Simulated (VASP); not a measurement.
Wanted: the native input for a VASP 6.6.1 run.

```yaml
Task: relaxation of cell and atoms
Functional: r2SCAN
Potentials_or_basis: VASP PAW PBE potentials, release 64 (Te, Mo_sv)
Cutoff: 600 eV
k_mesh: 9 × 9 × 2
Occupations: fermi-dirac, width 0.05 eV
Spin: no spin polarisation
Target_pressure: 5 GPa
Dipole_correction: no
Further_INCAR_settings: ALGO = Normal; EDIFF = 1e-06; IBRION = 2; EDIFFG = -0.01; NSW = 60; ISIF = 3
```

The system is Te2Mo.

```
Te Mo
1.0
     3.51820    0.00000    0.00000
    -1.75910    3.04685    0.00000
     0.00000    0.00000   13.97360
Te Mo
4 2
Direct
  0.66667 0.33333 0.37900
  0.33333 0.66667 0.87900
  0.66667 0.33333 0.12100
  0.33333 0.66667 0.62100
  0.66667 0.33333 0.75000
  0.33333 0.66667 0.25000
```

The input as run:

POSCAR

```
Te2Mo
1.0
    3.5182000000      0.0000000000      0.0000000000
   -1.7591000000      3.0468505756      0.0000000000
    0.0000000000      0.0000000000     13.9736000000
Te Mo
4 2
Direct
    0.6666666667      0.3333333333      0.3790000000
    0.3333333333      0.6666666667      0.8790000000
    0.6666666667      0.3333333333      0.1210000000
    0.3333333333      0.6666666667      0.6210000000
    0.6666666667      0.3333333333      0.7500000000
    0.3333333333      0.6666666667      0.2500000000
```

INCAR.step1

```
SYSTEM = Te2Mo
ALGO     = Normal         ! electronic algorithm
EDIFF    = 1E-4           ! SCF threshold, eV
ENCUT    = 600            ! plane-wave cutoff, eV
GGA      = PE             ! functional
ISMEAR   = -1             ! smearing method
LASPH    = .True.         ! aspherical terms in the spheres
LCHARG   = .False.        ! write CHGCAR
LREAL    = .False.        ! projectors in reciprocal space
LWAVE    = .True.         ! write WAVECAR
NELM     = 60             ! most SCF steps
PREC     = Accurate       ! precision mode
SIGMA    = 0.05           ! smearing width, eV
```

INCAR.step2

```
SYSTEM = Te2Mo
ALGO     = Normal         ! electronic algorithm
EDIFF    = 1E-6           ! SCF threshold, eV
EDIFFG   = -0.01          ! ionic threshold
ENCUT    = 600            ! plane-wave cutoff, eV
IBRION   = 2              ! ionic algorithm
ISIF     = 3              ! what is computed and relaxed
ISMEAR   = -1             ! smearing method
ISTART   = 1            
LASPH    = .True.         ! aspherical terms in the spheres
LCHARG   = .False.        ! write CHGCAR
LMIXTAU  = .True.       
LREAL    = .False.        ! projectors in reciprocal space
LWAVE    = .False.        ! write WAVECAR
METAGGA  = R2SCAN         ! meta-GGA
NELM     = 60             ! most SCF steps
NSW      = 60             ! ionic steps
PREC     = Accurate       ! precision mode
PSTRESS  = 50.0         
SIGMA    = 0.05           ! smearing width, eV
```

KPOINTS

```
k-points
0
Gamma
  9 9 2
  0 0 0
```

Potentials or basis: VASP PAW PBE potentials, release 64 (Te, Mo_sv).

Command:

```sh
$ cat potpaw_PBE.64/Te/POTCAR potpaw_PBE.64/Mo_sv/POTCAR > POTCAR
$ cp INCAR.step1 INCAR
$ mpirun -np 1 vasp_std > vasp.out
$ cp INCAR.step2 INCAR
$ mpirun -np 1 vasp_std > vasp.out
```

It gave:

- Relaxed volume: 23.84 Å³/atom
- Relaxed cell: a = 3.489 Å, b = 3.489 Å, c = 13.570 Å, α = 90.00°, β = 90.00°, γ = 120.00°
- Space group after relaxing (to 0.1 Å): P6_3/mmc (No. 194)
- Energy change on relaxing (the run minimises the enthalpy): +25.4 meV/atom
- Ionic steps: 12
- Pressure after relaxing: 5.0 GPa
- Largest force after relaxing: 0.007 eV/Å
- Band gap on the k mesh: 0.73 eV (least direct gap 1.16 eV)

Caveat: the cell is relaxed towards a set pressure, so the run minimises the enthalpy, not the energy; the PAW data sets were made with another functional, which shifts forces and pressure a little; spin-orbit coupling is left out, which moves the levels of the heavy elements.

It took 2 h on 1 thread of AMD EPYC 9755 128-Core Processor, on a shared host, peak memory 0.36 GiB.
